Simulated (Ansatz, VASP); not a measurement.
## One calculation of MgTe, two programs

File POSCAR:

```
MgTe
1.0
    4.5789285700      0.0000000000      0.0000000000
   -2.2894642900      3.9654684700      0.0000000000
    0.0000000000      0.0000000000      7.4548486100
Mg Te
2 2
Direct
    0.3333333300      0.6666666700      0.0043523900
    0.6666666700      0.3333333300      0.5043523900
    0.3333333300      0.6666666700      0.3806476100
    0.6666666700      0.3333333300      0.8806476100
```

INCAR.step1

```
SYSTEM = MgTe
PREC = Accurate
ENCUT = 520
EDIFF = 1E-5
ISMEAR = -1
SIGMA = 0.02
LREAL = .False.
LASPH = .True.
NELM = 120
ALGO = Normal
ISIF = 2
LWAVE = .True.
GGA = PE
NBANDS = 16
GGA_COMPAT = .False.
KPAR = 4
```

Contents of INCAR.step2:

```
SYSTEM = MgTe
PREC = Accurate
ENCUT = 520
EDIFF = 1E-6
ISMEAR = -1
SIGMA = 0.02
LREAL = .False.
LASPH = .True.
NELM = 120
ALGO = Normal
ISIF = 2
LWAVE = .False.
LCHARG = .True.
GGA = PE
LHFCALC = .True.
HFSCREEN = 0.2079
PRECFOCK = Normal
LVHAR = .True.
ISTART = 1
NBANDS = 16
GGA_COMPAT = .False.
KPAR = 4
```

Contents of KPOINTS:

```
regular mesh
0
Gamma
  6 6 4
  0 0 0
```

Input for Ansatz:

```yaml
crystal:
  lattice:
    - [4.57892857, 0.0, 0.0]
    - [-2.28946429, 3.96546847, 0.0]
    - [0.0, 0.0, 7.45484861]
  atoms:
    - { symbol: Mg, position: [0.33333333, 0.66666667, 0.00435239] }
    - { symbol: Mg, position: [0.66666667, 0.33333333, 0.50435239] }
    - { symbol: Te, position: [0.33333333, 0.66666667, 0.38064761] }
    - { symbol: Te, position: [0.66666667, 0.33333333, 0.88064761] }
  symmetry: { tolerance: 0.0003 }
hamiltonian:
  xc: hse06
  pseudopotentials: { kind: paw, azcp: { folder: soft_1 } }
basis:
  ecutwfc: 420
magnetization:
  spin_polarized: false
scf:
  occupations: { method: fermi_dirac, width: 0.02 }
kpoints:
  mp_grid: { grid: [6, 6, 4], shift: [0, 0, 0] }
  band_path:
    path:
      - [0.0, 0.0, 0.0]
      - [0.5, 0.0, 0.0]
      - [0.33333333, 0.33333333, 0.0]
      - [0.0, 0.0, 0.0]
      - [0.0, 0.0, 0.5]
      - [0.5, 0.0, 0.5]
      - [0.33333333, 0.33333333, 0.5]
      - [0.0, 0.0, 0.5]
      - [0.5, 0.0, 0.5]
      - [0.5, 0.0, 0.0]
      - [0.33333333, 0.33333333, 0.5]
    npoints: 1
output:
  forces: true
  stress: true
  eigenvalues: true
  bader: true
  populations: true
  elf: true
  write_potential: true
  write_density: true
  volumetric_format: npy
  dos:
    e_range: [-12, 8]
    de: 0.05
    projected: { site_lists: { Mg: [Mg], Te: [Te] } }
```

Alike in both runs: task single point; functional HSE06; k mesh 6 × 6 × 4; occupations fermi-dirac, width 0.02 eV; no spin polarisation.

|  | VASP | Ansatz |
| --- | --- | --- |
| version | VASP 6.6.1 | Ansatz 0.2.0 |
| potentials or method | VASP PAW PBE potentials, release 64 (Mg, Te), cutoff 520 eV | PAW plane waves |
| valence electrons in the cell | 16 | 52 |

|  | VASP | Ansatz | Ansatz less VASP |
| --- | --- | --- | --- |
| gap on the k mesh at the Fermi level (eV) | 3.20 | 3.31 | +0.109 |
| pressure (GPa) | -0.3 | -0.1 | +0.17 |

VASP's potentials hold 16 valence electrons a cell and Ansatz's 52, so a difference there can come from the potentials and not from the codes. Ansatz's warnings: stress exchange threshold loose, stress scf threshold loose.

Spin-orbit coupling is off throughout.
